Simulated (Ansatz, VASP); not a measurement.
# Pt: VASP beside Ansatz

```
Pt
1.0
     2.69165    0.00000    0.00000
    -1.34582    2.33104    0.00000
     0.00000    0.00000    4.67233
Pt
2
Direct
  0.66667 0.33333 0.75000
  0.33333 0.66667 0.25000
```

Change from the starting cell: strain -0.025 along x and y, -0.025 along z, atoms carried along.

Alike in both runs: task single point; functional r2SCAN; k mesh 18 × 18 × 10; occupations gaussian, width 0.15 eV; no spin polarisation.

```csv
,VASP,Ansatz
version,VASP 6.6.1,Ansatz 0.2.0
potentials or method,"VASP PAW PBE potentials, release 64 (Pt), cutoff 520 eV","scalar-relativistic, plane waves, PAW"
valence electrons in the cell,20,36
```

Ansatz gave:

- gap on the k mesh at the Fermi level (eV): none
- pressure (GPa): 15.2
- traceless stress, the component that is largest in VASP (GPa): -0.98

What did VASP give for the same quantities?

gap on the k mesh at the Fermi level (eV): none; pressure (GPa): 16.2; traceless stress, the component that is largest in VASP (GPa): -1.22.

VASP's potentials were made for PBE, not for r2SCAN. A gap of «none» marks a metal or a gap that the smearing closes. VASP's potentials hold 20 valence electrons a cell and Ansatz's 36, so a difference there can come from the potentials and not from the codes.

Neither program's run includes spin-orbit coupling.
